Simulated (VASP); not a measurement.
A run of VASP 6.6.1:

The input INCAR:

```
SYSTEM = AlN
PREC = Accurate
ENCUT = 520
EDIFF = 1E-6
ISMEAR = 0
SIGMA = 0.01
LREAL = .False.
LASPH = .True.
NELM = 60
ALGO = Normal
ISIF = 2
LWAVE = .False.
LCHARG = .False.
GGA = CA
NBANDS = 11
```

The input KPOINTS:

```
regular mesh
0
Gamma
  8 8 8
  0 0 0
```

File POSCAR:

```
AlN
1.0
    0.0000000000      1.9690000000      1.9690000000
    1.9690000000      0.0000000000      1.9690000000
    1.9690000000      1.9690000000      0.0000000000
Al N
1 1
Direct
    0.0000000000      0.0000000000      0.0000000000
    0.5000000000      0.5000000000      0.5000000000
```

Potentials or basis: VASP PAW LDA potentials, release 64 (Al, N).

The run is started by

```bash
$ cat potpaw_LDA.64/Al/POTCAR potpaw_LDA.64/N/POTCAR > POTCAR
$ mpirun -np 1 vasp_std > vasp.out
```

Hardware: 1 thread of AMD EPYC 7R13 (shared host).

Problem. How long does it take, and how much memory?

Solution. Run time: 9.6 s on 1 thread of AMD EPYC 7R13, with other jobs on the host, peak memory 0.09 GiB. Counts: scf iterations 11, k points 29.
